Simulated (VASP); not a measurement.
Set up this calculation in VASP 6.6.1, as the native input.

```yaml
Task: single point
Functional: PBEsol
Dispersion: D3(BJ)
Potentials_or_basis: VASP PAW PBE potentials, release 64 (C)
Cutoff: 600 eV
k_mesh: 18 × 12 × 10
Occupations: gaussian, width 0.15 eV
Spin: no spin polarisation
Dipole_correction: no
Further_INCAR_settings: ALGO = Normal; EDIFF = 1e-06; NBANDS = 16
```

The structure of C lies in POSCAR:

```
C
1.0
   -2.4576582504      0.0000000000      0.0000000000
    0.0000000000      0.0000000000     -3.5294825081
    0.0000000000     -4.2567889574      0.0000000000
C
4
Direct
    0.5000000000      0.0000000000      0.1666666667
    0.0000000000      0.0000000000      0.6455239695
    0.0000000000      0.0000000000      0.3333333333
    0.5000000000      0.0000000000      0.8544760305
```

This cell differs from its parent crystal: mode 8 frozen in at -0.045 Å and mode 12 at +0.045 Å (largest displacements).

One way to write it, as run:

INCAR

```
SYSTEM = C
PREC = Accurate
ENCUT = 600
EDIFF = 1E-6
ISMEAR = 0
SIGMA = 0.15
LREAL = .FALSE.
LASPH = .TRUE.
NELM = 120
ALGO = Normal
ISIF = 2
LWAVE = .FALSE.
LCHARG = .FALSE.
GGA = PS
IVDW = 12
NBANDS = 16
GGA_COMPAT = .FALSE.
```

KPOINTS

```
Automatic mesh
0
G
  18 12 10
  0 0 0
```

Potentials or basis: VASP PAW PBE potentials, release 64 (C).

Launch:

```bash
$ cat potpaw_PBE.64/C/POTCAR > POTCAR
$ mpirun -np 1 vasp_std > vasp.out
```

It gave:

The pressure is 5.7 GPa and the largest force is 8.643 eV/Å. The band gap on the k mesh is zero (band 8 reaches 4.63 eV, above the bottom of band 9 at 3.68 eV). The dispersion energy per atom is -0.104 eV.

Caveat: the cell differs from its parent crystal (mode 8 frozen in at -0.045 Å and mode 12 at +0.045 Å (largest displacements)); the PAW data sets were made with another functional, which shifts forces and pressure a little.

Wall time 110 s on 1 thread of Intel(R) Xeon(R) 6975P-C (Granite Rapids), on a shared host, peak memory 0.32 GiB.
